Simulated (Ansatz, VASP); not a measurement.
**Two plane-wave programs on Sn**

```
Sn
1.0
    -1.66644    1.70779    2.18280
     1.79387   -1.85892    2.39165
     1.69371    1.88544   -2.29756
Sn
1
Direct
  0.00000 0.00000 0.00000
```

Change from the starting cell: cell sheared at random, sigma 0.06, atoms nudged by 0.01 Å.

Alike in both runs: task single point; functional r2SCAN0; k mesh 5 × 5 × 5; occupations fermi-dirac, width 0.05 eV; no spin polarisation.

|  | VASP | Ansatz |
| --- | --- | --- |
| version | VASP 6.6.1 | Ansatz 0.2.0 |
| potentials or method | VASP PAW PBE potentials, release 64 (Sn_d) | Ansatz PAW |
| plane-wave cutoff (eV) | 520 | 500 |
| valence electrons in the cell | 14 | 14 |

Ansatz gave:

| Quantity | Value |
| --- | --- |
| gap on the k mesh at the Fermi level (eV) | none |
| pressure (GPa) | -3.3 |
| traceless stress, the component that is largest in VASP (GPa) | -2.81 |

Task: What did VASP give for the same quantities?

Result: gap on the k mesh at the Fermi level (eV): none; pressure (GPa): -3.4; traceless stress, the component that is largest in VASP (GPa): -2.81.

VASP's potentials were made for PBE, not for r2SCAN0. A gap of «none» marks a metal or a gap that the smearing closes. With one functional, cell and mesh, what is left measures potentials, basis and numerics.

The k mesh is coarse, so the values compare programs but aren't converged.
